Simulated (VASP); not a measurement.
Set up this calculation in VASP 6.6.1, as the native input.

```
Task                   : electric field gradients
Functional             : LDA
Potentials or basis    : VASP PAW LDA potentials, release 64 (Hf_pv)
Cutoff                 : 520 eV
k mesh                 : 13 × 13 × 13
Occupations            : fermi-dirac, width 0.03 eV
Spin                   : no spin polarisation
Dipole correction      : no
Further INCAR settings : ALGO = Normal; EDIFF = 1e-08; NBANDS = 11
```

The structure of Hf lies in POSCAR:

```
Hf
1.0
    0.0000000000      2.2200000000      2.2200000000
    2.2200000000      0.0000000000      2.2200000000
    2.2200000000      2.2200000000      0.0000000000
Hf
1
Direct
    0.0000000000      0.0000000000      0.0000000000
```

These files were run (other wordings do the same):

INCAR

```
SYSTEM = Hf
  PREC = Accurate
  ENCUT = 520
  EDIFF = 1E-8
  ISMEAR = -1
  SIGMA = 0.03
  LREAL = .FALSE.
  LASPH = .TRUE.
  NELM = 60
  ALGO = Normal
  ISIF = 2
  LWAVE = .FALSE.
  LCHARG = .FALSE.
  LEFG = .TRUE.
  NBANDS = 11
```

KPOINTS

```
Automatic mesh
0
G
  13 13 13
  0 0 0
```

Potentials or basis: VASP PAW LDA potentials, release 64 (Hf_pv).

The run is started by

```bash
$ cat potpaw_LDA.64/Hf_pv/POTCAR > POTCAR
$ mpirun -np 1 vasp_std > vasp.out
```

It gave:

| Property | Result |
| --- | --- |
| Pressure | -5.5 GPa |
| Band gap on the k mesh | zero (band 5 reaches 6.11 eV, above the bottom of band 6 at 4.21 eV) |

Caveat: without QUAD_EFG the Cq values of the log hold for a quadrupole moment of 1 mb, not for the nuclei; spin-orbit coupling is left out, which moves the levels of the heavy elements.

Wall time 6.9 s on 1 thread of Intel Xeon 6975P-C (shared host), peak memory 0.14 GiB.
